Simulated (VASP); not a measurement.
# GaP in VASP: notebook

The runs below take GaP through single point, with PBEsol.

Everything below comes from runs of VASP 6.6.1. Logs are shortened: lines on timing, memory, paths and dates and some standing lists are left out, and cuts for length are marked.

**1. The cell of the first run**

The cell holds a wire or tube with vacuum around it, 2 atoms: a = 9.000 Å, b = 9.300 Å, c = 4.239 Å, α = 90.00°, β = 90.00°, γ = 90.00°.

**2. Single point, PBEsol, collinear spin**

INCAR reads:

```
  PREC = Accurate
  ENCUT = 520
  EDIFF = 1E-6
  ISMEAR = 0
  SIGMA = 0.05
  LREAL = False
  LASPH = True
  NELM = 150
  ALGO = Normal
  ISIF = 2
  LWAVE = False
  LCHARG = False
  ISPIN = 2
  MAGMOM = 0.5 0.5
  LORBIT = 11
  GGA = PS
  NBANDS = 20
```

KPOINTS reads:

```
regular mesh
0
Gamma
  1 1 15
```

POSCAR reads:

```
GaP
1.0
    9.0000000000      0.0000000000      0.0000000000
    0.0000000000      9.3000000000      0.0000000000
    0.0000000000      0.0000000000      4.2388524166
Ga P
1 1
Direct
    0.5000000000      0.5000000000      0.0000000000
    0.5000000000      0.5000000000      0.5000000000
```

Potentials or basis: VASP PAW PBE potentials, release 64 (Ga_d, P).

On the command line:

```
$ cat potpaw_PBE.64/Ga_d/POTCAR potpaw_PBE.64/P/POTCAR > POTCAR
$ mpirun -np 1 vasp_std > vasp.out
```

OUTCAR:

```text
PREC = Accurate
   ENCUT = 520
   EDIFF = 1E-6
   ISMEAR = 0
   LREAL = False
   LASPH = True
   NELM = 150
   ISIF = 2
   ISPIN = 2
   LORBIT = 11
   GGA = PS

 ion  position               nearest neighbor table
   1  0.500  0.500  0.000-   2 2.12   2 2.12
   2  0.500  0.500  0.500-   1 2.12   1 2.12

  LATTYP: Found a simple orthorhombic cell.
 ALAT       =     4.2388524166
 B/A-ratio  =     2.1232161716
 C/A-ratio  =     2.1939900440

  Lattice vectors:

 A1 = (   0.0000000000,   0.0000000000,   4.2388524166)
 A2 = (   9.0000000000,   0.0000000000,   0.0000000000)
 A3 = (   0.0000000000,   9.3000000000,   0.0000000000)

Analysis of symmetry for initial positions (statically):
=====================================================================
 Subroutine PRICEL returns:
 Original cell was already a primitive cell.

 Routine SETGRP: Setting up the symmetry group for a
 simple orthorhombic supercell.

 Subroutine GETGRP returns: Found  8 space group operations
 (whereof  8 operations were pure point group operations)
 out of a pool of  8 trial point group operations.

The static configuration has the point symmetry D_2h.

Analysis of symmetry for dynamics (positions and initial velocities):
=====================================================================
 Subroutine PRICEL returns:
 Original cell was already a primitive cell.

 Routine SETGRP: Setting up the symmetry group for a
 simple orthorhombic supercell.

 Subroutine GETGRP returns: Found  8 space group operations
 (whereof  8 operations were pure point group operations)
 out of a pool of  8 trial point group operations.

The dynamic configuration has the point symmetry D_2h.

Analysis of structural, dynamic, and magnetic symmetry:
=====================================================================
 Subroutine PRICEL returns:
 Original cell was already a primitive cell.

 Routine SETGRP: Setting up the symmetry group for a
 simple orthorhombic supercell.

 Subroutine GETGRP returns: Found  8 space group operations
 (whereof  8 operations were pure point group operations)
 out of a pool of  8 trial point group operations.

The overall configuration has the point symmetry D_2h.

 Subroutine INISYM returns: Found  8 space group operations
 (whereof  8 operations are pure point group operations),
 and found     1 'primitive' translations

[... 94 lines left out ...]
   IALGO  =     38    algorithm
   IMIX   =      4    mixing-type and parameters
     AMIX     =   0.40;   BMIX     =  1.00
     AMIX_MAG =   1.60;   BMIX_MAG =  1.00
  volume/ion in A,a.u.               =     177.40      1197.13
  Fermi-wavevector in a.u.,A,eV,Ry     =   0.606049  1.145267  4.997357  0.367295
  Thomas-Fermi vector in A             =   1.659999
   LORBIT       =     11    0 simple, 1 ext, 2 COOP (PROOUT), +10 PAW based schemes
   GGA     = PS    functional components
   LHFCALC =     F    Hartree Fock is set to
   AEXX    =    0.0000 exact exchange contribution
   IVDW    =     0    specifies the selected vdW correction
   LEPSILON=     F    determine dielectric tensor
   LRPA    =     F    only Hartree local field effects (RPA)
 spin polarized calculation
 Gauss-broadening in eV      SIGMA  =   0.05
  energy-cutoff  :      520.00
  volume of cell :      354.79
 maximum number of plane-waves:      9566
 NGX is ok and might be reduce to    70
   NGX = 33   NGY = 35   NGZ = 15

 number of electron      18.0000003 magnetization       0.3999628

 Free energy of the ion-electron system (eV)
  ---------------------------------------------------
  ext. energy  EPLUGINS =         0.00000000
  ---------------------------------------------------
  free energy    TOTEN  =        -6.43485229 eV

  energy without entropy =       -6.43398887  energy(sigma->0) =       -6.43442058

 E-fermi :  -4.3341     XC(G=0):  -2.2486

 val. band max:       -4.4064711868   @ k =   0.0000   0.0000   0.4000
 cond. band min:      -4.2721791538   @ k =   0.0000   0.0000   0.0667
 fundamental gap:      0.1342920330
 Fermi energy:        -4.3340997862

 spin component 1

 k-point     1 :       0.0000    0.0000    0.0000
  band No.  band energies     occupation
      1     -19.7941      1.00000
      2     -19.3228      1.00000
      3     -19.3228      1.00000
      4     -19.2914      1.00000
      5     -19.2914      1.00000
      6     -14.4966      1.00000
[... 160 lines left out ...]
      6     -13.9600      1.00000
[... 12 lines left out ...]
     19       3.9075      0.00000
     20       4.0359      0.00000
 Fermi energy:        -4.3340997862

 spin component 2

 k-point     1 :       0.0000    0.0000    0.0000
  band No.  band energies     occupation
      1     -19.7646      1.00000
      2     -19.3005      1.00000
      3     -19.3005      1.00000
      4     -19.2703      1.00000
      5     -19.2703      1.00000
      6     -14.2987      1.00000
[... 173 lines left out ...]
     19       3.9476      0.00000
     20       4.0767      0.00000

------------------------ aborting loop because EDIFF is reached ----------------------------------------

  FORCE on cell =-STRESS in cart. coord.  units (eV):
  Direction    XX          YY          ZZ          XY          YZ          ZX
  --------------------------------------------------------------------------------------
  -------------------------------------------------------------------------------------
  Total        0.0252825      0.0178216      1.1850129      0.0000000      0.0000000      0.0000000
  in kB        0.1141715      0.0804793      5.3513076      0.0000000      0.0000000      0.0000000
  external PRESSURE =       1.8486528 kB  Pullay stress =       0.0000000 kB

 VOLUME and BASIS-vectors are now :
 -----------------------------------------------------------------------------
  energy-cutoff  :      520.00
  volume of cell :      354.79
      direct lattice vectors                 reciprocal lattice vectors
     9.000000000  0.000000000  0.000000000     0.111111111  0.000000000  0.000000000
     0.000000000  9.300000000  0.000000000     0.000000000  0.107526882  0.000000000
     0.000000000  0.000000000  4.238852417     0.000000000  0.000000000  0.235912908

 POSITION                                       TOTAL-FORCE (eV/Angst)
 -----------------------------------------------------------------------------------
      4.50000      4.65000      0.00000         0.000000      0.000000      0.000000
      4.50000      4.65000      2.11943         0.000000      0.000000      0.000000
 -----------------------------------------------------------------------------------
    total drift:                                0.000000      0.000000      0.000000

  FREE ENERGIE OF THE ION-ELECTRON SYSTEM (eV)
  ---------------------------------------------------
  free  energy   TOTEN  =        -6.4348522911 eV

  energy  without entropy=       -6.4339888703  energy(sigma->0) =       -6.43442058

 total charge

# of ion       s       p       d       tot
------------------------------------------
    1        0.971   0.734   9.983  11.689
    2        1.024   1.496   0.000   2.521
--------------------------------------------------
tot          1.995   2.231   9.983  14.210

 magnetization (x)

# of ion       s       p       d       tot
------------------------------------------
    1        0.049  -0.010   0.013   0.053
    2        0.030   0.125   0.000   0.156
--------------------------------------------------
tot          0.080   0.116   0.013   0.209
```

Run time: 2.4 min. Hardware: 1 thread of Intel Xeon Platinum 8259CL at 2.50GHz (Skylake/Cascade Lake), shared host; peak memory 0.54 GiB.

Results:

```yaml
Free_energy: -6.4349 eV
Net_moment: 0.40 μB per cell
Site_moments: Ga +0.05; P +0.16 μB
Valence_electrons_inside_the_program's_atomic_spheres: Ga 11.69; P 2.52
```

Caveat: a moment this small can come from the mesh or the smearing; the PAW data sets were made with another functional, which shifts forces and pressure a little.

(Part 1 of 2 ends here.)
